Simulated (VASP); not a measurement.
Write the native input for VASP 6.6.1 that does the following.

- Task: single point
- Functional: PBEsol
- Potentials or basis: VASP PAW PBE potentials, release 64 (C)
- Cutoff: 600 eV
- k mesh: 13 × 13 × 4
- Occupations: methfessel-paxton, width 0.1 eV
- Spin: no spin polarisation
- Dipole correction: no
- Further INCAR settings: ALGO = Normal; EDIFF = 1e-06; NBANDS = 11

The structure of C lies in POSCAR:

```
C
1.0
    2.5199949726      0.0000000000      0.0000000000
   -1.2600026162      2.1823841616      0.0000000000
    0.0000000000      0.0000000000      8.7452957846
C
2
Direct
    0.3333333333      0.6666666667      0.0000000000
    0.6666666667      0.3333333333      0.0000000000
```

One way to write it, as run:

INCAR

```
PREC = Accurate ; ENCUT = 600
EDIFF = 1E-6 ; ISMEAR = 1
SIGMA = 0.1 ; LREAL = F
LASPH = T ; NELM = 120
ALGO = Normal ; ISIF = 2
LWAVE = F ; LCHARG = T
GGA = PS ; LELF = T
LVHAR = T ; NBANDS = 11
GGA_COMPAT = F
```

KPOINTS

```
Automatic mesh
0
Gamma
  13 13 4
```

Potentials or basis: VASP PAW PBE potentials, release 64 (C).

Command:

```console
$ cat potpaw_PBE.64/C/POTCAR > POTCAR
$ mpirun -np 1 vasp_std > vasp.out
```

Wall time 21 s on 1 thread of AMD EPYC 9R45 96-Core Processor (Zen 5), with other jobs on the host, peak memory 0.15 GiB.
